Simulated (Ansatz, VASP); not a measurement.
Two plane-wave programs on HfSnO4

```
CELL_PARAMETERS angstrom
3.42909 -3.45484 0.00000
3.42909 3.45484 0.00000
0.00000 0.00000 6.45526
ATOMIC_POSITIONS crystal
Hf 0.50000 0.50000 0.25000
Hf 0.50000 0.50000 0.75000
Sn 0.00000 0.00000 0.50000
Sn 0.00000 0.00000 0.00000
O 0.69435 0.69435 0.00000
O 0.69435 0.69435 0.50000
O 0.80564 0.19436 0.25000
O 0.80564 0.19436 0.75000
O 0.19436 0.80564 0.25000
O 0.19436 0.80564 0.75000
O 0.30565 0.30565 0.50000
O 0.30565 0.30565 0.00000
```

Alike in both runs: task single point; functional PBE; k mesh 4 × 4 × 2; occupations gaussian, width 0.1 eV; no spin polarisation.

```csv
,VASP,Ansatz
version,VASP 6.6.1,Ansatz 0.2.0
potentials or method,"VASP PAW PBE potentials, release 64 (Hf_pv, Sn_d, O), cutoff 520 eV","scalar-relativistic, plane waves, PAW"
valence electrons in the cell,96,128
```

Ansatz gave:

| Item | Value |
| --- | --- |
| gap on the k mesh at the Fermi level (eV) | 2.16 |
| least direct gap on the mesh (eV) | 2.16 |
| pressure (GPa) | 0.0 |
| traceless stress, the component that is largest in VASP (GPa) | -0.06 |
| rms of the force components (eV/Å) | 0.002 |

Problem. Estimate VASP's values.

Solution. gap on the k mesh at the Fermi level (eV): 2.13; least direct gap on the mesh (eV): 2.13; pressure (GPa): -1.1; traceless stress, the component that is largest in VASP (GPa): 0.19; rms of the force components (eV/Å): 0.097.

Atom by atom the forces differ by 0.097 eV/Å (rms over components). With one functional, cell and mesh, what is left measures potentials, basis and numerics. VASP's potentials hold 96 valence electrons a cell and Ansatz's 128, so a difference there can come from the potentials and not from the codes.

The k mesh is coarse, so the values compare programs but aren't converged. Spin-orbit coupling is off throughout.
